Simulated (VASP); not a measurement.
# Ta (I4/mmm) in VASP: relaxation of cell and atoms with PBEsol

Aim: the relaxation of cell and atoms of Ta with PBEsol.

All numbers are computed with VASP 6.6.1; they aren't measurements. Logs are shortened: lines on timing, memory, paths and dates and some standing lists are left out, and cuts for length are marked.

**1. The cell of the first run**

It takes space group I4/mmm (No. 139, tetragonal). The conventional cell has a = 2.749 Å, b = 2.749 Å, c = 4.734 Å, α = 90.00°, β = 90.00°, γ = 90.00°. Within 3.6 Å of Ta (site symmetry 4/mmm) lie 12 Ta at 2.75 to 3.06 Å.

**2. Relaxation of cell and atoms, PBEsol**

Contents of INCAR:

```
PREC     = Accurate       # precision mode
ENCUT    = 600            # plane-wave cutoff, eV
EDIFF    = 1E-6           # SCF threshold, eV
ISMEAR   = 0              # smearing method
SIGMA    = 0.1            # smearing width, eV
LREAL    = F              # projectors in reciprocal space
LASPH    = T              # aspherical terms in the spheres
NELM     = 80             # most SCF steps
ALGO     = Fast           # electronic algorithm
ISIF     = 3              # what is computed and relaxed
LWAVE    = F              # write WAVECAR
LCHARG   = F              # write CHGCAR
GGA      = PS             # functional
IBRION   = 2              # ionic algorithm
NSW      = 100            # ionic steps
EDIFFG   = -0.01          # ionic threshold
```

Contents of KPOINTS:

```
regular mesh
0
Gamma
  28 28 28
```

Contents of POSCAR:

```
Ta
1.0
   -1.3742747388      1.3742747388      2.3669781498
    1.3742747388     -1.3742747388      2.3669781498
    1.3742747388      1.3742747388     -2.3669781498
Ta
1
Direct
    0.0000000000      0.0000000000      0.0000000000
```

Potentials or basis: VASP PAW PBE potentials, release 64 (Ta_pv).

The run is started by

```console
$ cat potpaw_PBE.64/Ta_pv/POTCAR > POTCAR
$ mpirun -np 1 vasp_std > vasp.out
```

OUTCAR:

```text
PREC = Accurate
   ENCUT = 600
   EDIFF = 1E-6
   ISMEAR = 0
   LREAL = F
   LASPH = T
   NELM = 80
   ISIF = 3
   GGA = PS
   IBRION = 2
   NSW = 100
   EDIFFG = -0.01

 ion  position               nearest neighbor table
   1  0.000  0.000  0.000-

  LATTYP: Found a body centered tetragonal cell.
 ALAT       =     2.7485494776
 C/A-ratio  =     1.7223471283

  Lattice vectors:

 A1 = (  -1.3742747388,   1.3742747388,   2.3669781498)
 A2 = (   1.3742747388,  -1.3742747388,   2.3669781498)
 A3 = (   1.3742747388,   1.3742747388,  -2.3669781498)

Analysis of symmetry for initial positions (statically):
=====================================================================
 Subroutine PRICEL returns:
 Original cell was already a primitive cell.

 Routine SETGRP: Setting up the symmetry group for a
 body centered tetragonal supercell.

 Subroutine GETGRP returns: Found 16 space group operations
 (whereof 16 operations were pure point group operations)
 out of a pool of 16 trial point group operations.

The static configuration has the point symmetry D_4h.

Analysis of symmetry for dynamics (positions and initial velocities):
=====================================================================
 Subroutine PRICEL returns:
 Original cell was already a primitive cell.

 Routine SETGRP: Setting up the symmetry group for a
 body centered tetragonal supercell.

 Subroutine GETGRP returns: Found 16 space group operations
 (whereof 16 operations were pure point group operations)
 out of a pool of 16 trial point group operations.

The dynamic configuration has the point symmetry D_4h.

 Subroutine INISYM returns: Found 16 space group operations
 (whereof 16 operations are pure point group operations),
 and found     1 'primitive' translations

----------------------------------------------------------------------------------------

                                     Primitive cell

  volume of cell :      17.8814

  direct lattice vectors                    reciprocal lattice vectors
    -1.374274739  1.374274739  2.366978150     0.000000000  0.363828269  0.211239804
     1.374274739 -1.374274739  2.366978150     0.363828269  0.000000000  0.211239804
     1.374274739  1.374274739 -2.366978150     0.363828269  0.363828269  0.000000000

  length of vectors
     3.062653699  3.062653699  3.062653699     0.420705674  0.420705674  0.514530873

  position of ions in fractional coordinates (direct lattice)
     0.000000000  0.000000000  0.000000000

  ion indices of the primitive-cell ions
   primitive index   ion index
                 1           1

----------------------------------------------------------------------------------------

 KPOINTS: regular mesh

Automatic generation of k-mesh.
 Grid dimensions read from file:
 generate k-points for:   28   28   28

 Generating k-lattice:

  Cartesian coordinates                     Fractional coordinates (reciprocal lattice)
     0.000000000  0.012993867  0.007544279     0.035714286  0.000000000  0.000000000
     0.012993867  0.000000000  0.007544279     0.000000000  0.035714286  0.000000000
     0.012993867  0.012993867  0.000000000     0.000000000  0.000000000  0.035714286

  Length of vectors
     0.015025203  0.015025203  0.018376103

  Shift w.r.t. Gamma in fractional coordinates (k-lattice)
     0.000000000  0.000000000  0.000000000

 Subroutine IBZKPT returns following result:
 ===========================================

 Found   1639 irreducible k-points:

 Following reciprocal coordinates:
            Coordinates               Weight
  0.000000  0.000000  0.000000      1.000000
  0.035714  0.000000  0.000000      8.000000
  0.071429  0.000000  0.000000      8.000000
  0.107143  0.000000 -0.000000      8.000000
  0.142857  0.000000  0.000000      8.000000
  0.178571  0.000000  0.000000      8.000000
[... 16 lines left out ...]
  0.285714  0.035714 -0.000000     16.000000
  0.321429  0.035714  0.000000     16.000000
 [... further k-points ...]
   k-points           NKPTS =   1639   k-points in BZ     NKDIM =   1639   number of bands    NBANDS=      9
   number of dos      NEDOS =    301   number of ions     NIONS =      1
   total plane-waves  NPLWV =  13824
   dimension x,y,z NGX =    24 NGY =   24 NGZ =   24
   dimension x,y,z NGXF=    48 NGYF=   48 NGZF=   48
   ions per type =               1
   NGX,Y,Z   is equivalent  to a cutoff of  13.03, 13.03, 13.03 a.u.
   NGXF,Y,Z  is equivalent  to a cutoff of  26.06, 26.06, 26.06 a.u.
 SYSTEM =  unknown system
   PREC   = accura    normal or accurate (medium, high low for compatibility)
   ISTART =      0    job   : 0-new  1-cont  2-samecut
   ICHARG =      2    charge: 1-file 2-atom 10-const
   ISPIN  =      1    spin polarized calculation?
   LNONCOLLINEAR =      F non collinear calculations
   LSORBIT =      F    spin-orbit coupling
   LASPH  =      T    aspherical Exc in radial PAW
   ENCUT  =  600.0 eV  44.10 Ry    6.64 a.u.   6.12  6.12  6.12*2*pi/ulx,y,z
   NELM   =     80;   NELMIN=  2; NELMDL= -5     # of ELM steps
   EDIFF  = 0.1E-05   stopping-criterion for ELM
   LREAL  =      F    real-space projection
   EDIFFG = -.1E-01   stopping-criterion for IOM
   NSW    =    100    number of steps for IOM
   IBRION =      2    ionic relax: 0-MD 1-quasi-New 2-CG
   NFREE  =      1    steps in history (QN), initial steepest desc. (CG)
   ISIF   =      3    stress and relaxation
   ISYM   =      2    0-nonsym 1-usesym 2-fastsym
   POTIM  = 0.5000    time-step for ionic-motion
   TEBEG  =    0.0;   TEEND  =   0.0 temperature during run
   PSTRESS=    0.0 pullay stress
   NELECT =      11.0000    total number of electrons
   NUPDOWN=      -1.0000    fix difference up-down
   EMIN   =  10.00;   EMAX   =-10.00  energy-range for DOS
   EFERMI =   0.00;   METHOD = LEGACY
   ISMEAR =     0;   SIGMA  =   0.10  broadening in eV -4-tet -1-fermi 0-gaus
   EFERMI_NEDOS =   21; number of points for ismear=-14 and -15
   IALGO  =     68    algorithm
   IMIX   =      4    mixing-type and parameters
     AMIX     =   0.40;   BMIX     =  1.00
     AMIX_MAG =   1.60;   BMIX_MAG =  1.00
  volume/ion in A,a.u.               =      17.88       120.67
  Fermi-wavevector in a.u.,A,eV,Ry     =   1.392319  2.631101 26.375586  1.938551
  Thomas-Fermi vector in A             =   2.516073
   LORBIT       =      0    0 simple, 1 ext, 2 COOP (PROOUT), +10 PAW based schemes
   GGA     = PS    functional components
   LHFCALC =     F    Hartree Fock is set to
   AEXX    =    0.0000 exact exchange contribution
   IVDW    =     0    specifies the selected vdW correction
   LEPSILON=     F    determine dielectric tensor
   LRPA    =     F    only Hartree local field effects (RPA)
 conjugate gradient relaxation of ions
 non-spin polarized calculation
 RMM-DIIS sequential band-by-band and
 Gauss-broadening in eV      SIGMA  =   0.10
  energy-cutoff  :      600.00
  volume of cell :       17.88
 maximum number of plane-waves:       622
   NGX = 13   NGY = 13   NGZ = 13

--------------------------------------- Ionic step        1  -------------------------------------------

 number of electron      10.9999999 magnetization

 Free energy of the ion-electron system (eV)
  ---------------------------------------------------
  ext. energy  EPLUGINS =         0.00000000
  ---------------------------------------------------
  free energy    TOTEN  =       -12.37737045 eV

  energy without entropy =      -12.37080578  energy(sigma->0) =      -12.37408811

------------------------ aborting loop because EDIFF is reached ----------------------------------------

  FORCE on cell =-STRESS in cart. coord.  units (eV):
  Direction    XX          YY          ZZ          XY          YZ          ZX
  --------------------------------------------------------------------------------------
  -------------------------------------------------------------------------------------
  Total        0.1618623      0.1618623      0.1151792      0.0000000      0.0000000     -0.0000000
  in kB       14.5029004     14.5029004     10.3200858      0.0000000      0.0000000     -0.0000000
  external PRESSURE =      13.1086288 kB  Pullay stress =       0.0000000 kB
[... 195 lines left out ...]
  energy  without entropy=      -12.3712116104  energy(sigma->0) =      -12.37452225

--------------------------------------- Ionic step        7  -------------------------------------------

 number of electron      10.9999999 magnetization

 Free energy of the ion-electron system (eV)
  ---------------------------------------------------
  ext. energy  EPLUGINS =         0.00000000
  ---------------------------------------------------
  free energy    TOTEN  =       -12.37785362 eV

  energy without entropy =      -12.37120962  energy(sigma->0) =      -12.37453162

 E-fermi :   5.5525     XC(G=0): -12.7227

 val. band max:        5.5513165572   @ k =  -0.0714  -0.3929   0.0714
 cond. band min:       5.5525645185   @ k =   0.3929   0.2143   0.1071
 fundamental gap:      0.0012479613
 Fermi energy:         5.5524794192

 k-point     1 :       0.0000    0.0000    0.0000
  band No.  band energies     occupation
      1     -27.8009      2.00000
      2     -27.5923      2.00000
      3     -27.5923      2.00000
      4      -2.5867      2.00000
      5       4.5425      2.00000
      6       6.9325      0.00000
      7       7.3410      0.00000
      8       7.3410      0.00000
      9      11.1898      0.00000
[... 265 lines left out ...]
 k-point    24 :       0.3214    0.0357    0.0000
  band No.  band energies     occupation
      1     -28.6085      2.00000
      2     -27.9563      2.00000
      3     -27.6129      2.00000
      4       0.5400      2.00000
      5       4.8303      2.00000
      6       5.4107      1.95506
      7       7.7663      0.00000
      8       9.8742      0.00000
      9      10.5643      0.00000

 [... further k-points ...]

------------------------ aborting loop because EDIFF is reached ----------------------------------------

  FORCE on cell =-STRESS in cart. coord.  units (eV):
  Direction    XX          YY          ZZ          XY          YZ          ZX
  --------------------------------------------------------------------------------------
  -------------------------------------------------------------------------------------
  Total        0.0087283      0.0087283     -0.0025367      0.0000000     -0.0000000      0.0000000
  in kB        0.7773680      0.7773680     -0.2259222      0.0000000     -0.0000000      0.0000000
  external PRESSURE =       0.4429380 kB  Pullay stress =       0.0000000 kB
[... 16 lines left out ...]
  FREE ENERGIE OF THE ION-ELECTRON SYSTEM (eV)
  ---------------------------------------------------
  free  energy   TOTEN  =       -12.3778536217 eV

  energy  without entropy=      -12.3712096204  energy(sigma->0) =      -12.37453162

 reached required accuracy - stopping structural energy minimisation
```

Wall time 13 min (1 thread of Intel Xeon Platinum 8259CL at 2.50GHz (Skylake/Cascade Lake), shared host); peak memory 0.49 GiB.

What came out:

| Property | Result |
| --- | --- |
| Free energy | -12.3779 eV |
| Relaxed volume | 17.99 Å³/atom |
| Relaxed cell | a = 3.067 Å, b = 3.067 Å, c = 3.067 Å, α = 126.60°, β = 126.60°, γ = 78.90° |
| Space group after relaxing (to 0.1 Å) | I4/mmm (No. 139) |
| Energy gained by relaxing | 0.5 meV/atom |
| Ionic steps | 7 |
| Pressure after relaxing | 0.0 GPa |
| Band gap on the k mesh | zero (an odd number of electrons rules out a gap without spin polarisation) |

The path:
```
step  energy change (eV)  largest force (eV/Å)  pressure (GPa)  volume (Å³)
   1              0.0000                0.0000            1.31        17.88
   2              0.0020                0.0000           -2.91        18.26
   3             -0.0005                0.0000           -0.03        18.00
   4             -0.0005                0.0000           -0.07        17.99
   5             -0.0003                0.0000            0.67        17.94
   6             -0.0005                0.0000            0.01        17.99
   7             -0.0005                0.0000            0.04        17.99
```

Final structure:
```xyz
1
Lattice="-1.3780 1.3780 2.3684 1.3780 -1.3780 2.3684 1.3780 1.3780 -2.3684" Properties=species:S:1:pos:R:3 pbc="T T T"
Ta    0.0000    0.0000    0.0000
```

Caveat: the PAW data sets were made with another functional, which shifts forces and pressure a little; spin-orbit coupling is left out, which moves the levels of the heavy elements.
